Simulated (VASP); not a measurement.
Wanted: the native input for a VASP 6.6.1 run.

```
Task                   : single point
Functional             : PBE
Dispersion             : D3(BJ)
Potentials or basis    : VASP PAW PBE potentials, release 64 (Ti_sv, H)
Cutoff                 : 400 eV
k mesh                 : 3 × 2 × 1
Occupations            : fermi-dirac, width 0.1 eV
Spin                   : no spin polarisation
Dipole correction      : no
Further INCAR settings : ALGO = Normal; EDIFF = 1e-06; NBANDS = 124; NELMDL = -8
```

The structure of Ti18H lies in POSCAR:

```
Ti18H
1.0
    5.9000000000      0.0000000000      0.0000000000
    4.4250000000      7.6643250000      0.0000000000
    0.0000000000      0.0000000000     15.6846000000
Ti H
18 1
Direct
    0.0000000000      0.0000000000      0.0637568060
    0.5000000000      0.0000000000      0.0637568060
    0.0000000000      0.3333333333      0.0637568060
    0.5000000000      0.3333333333      0.0637568060
    0.0000000000      0.6666666667      0.0637568060
    0.5000000000      0.6666666667      0.0637568060
   -0.1572105963      0.2188719816      0.2056023743
    0.3332757878      0.2247653903      0.2010456754
   -0.1715550553      0.5544374749      0.2058583579
    0.3334473275      0.5560288740      0.2019779912
   -0.1683343200      0.8919433871      0.2030018617
    0.3331599087      0.8855800087      0.2021090114
    0.0104548419     -0.0079382072      0.3456012267
    0.4953396178      0.0030147469      0.3415124390
    0.0248879919      0.3275540899      0.3472211596
    0.5037364103      0.3313322439      0.3422632391
    0.0058365904      0.6663733597      0.3418998253
    0.4977857849      0.6662860722      0.3450582100
    0.4630349326      0.1789055135      0.4180478941
```

The input as run:

INCAR

```
ALGO = Normal
EDIFF = 1E-6
ENCUT = 400
GGA = PE
GGA_COMPAT = F
ISIF = 2
ISMEAR = -1
IVDW = 12
LASPH = T
LCHARG = T
LELF = T
LREAL = F
LVHAR = T
LWAVE = F
NBANDS = 124
NELM = 120
NELMDL = -8
PREC = Accurate
SIGMA = 0.1
```

KPOINTS

```
k-points
0
Gamma
  3 2 1
```

Potentials or basis: VASP PAW PBE potentials, release 64 (Ti_sv, H).

Run with:

```bash
$ cat potpaw_PBE.64/Ti_sv/POTCAR potpaw_PBE.64/H/POTCAR > POTCAR
$ mpirun -np 1 vasp_std > vasp.out
```

It gave:

| Item | Value |
| --- | --- |
| Largest force | 0.346 eV/Å |
| Band gap on the k mesh | zero (an odd number of electrons rules out a gap without spin polarisation) |
| Dispersion energy per atom | -0.392 eV |

Caveat: the k points lie up to 0.41 Å⁻¹ apart, too coarse for converged energies and pressures of a metal; there is no dipole correction, which matters where the two faces differ.

It took 17 min on 1 thread of Oxide Virtual Turin-like Processor, with other jobs on the host, peak memory 0.61 GiB.
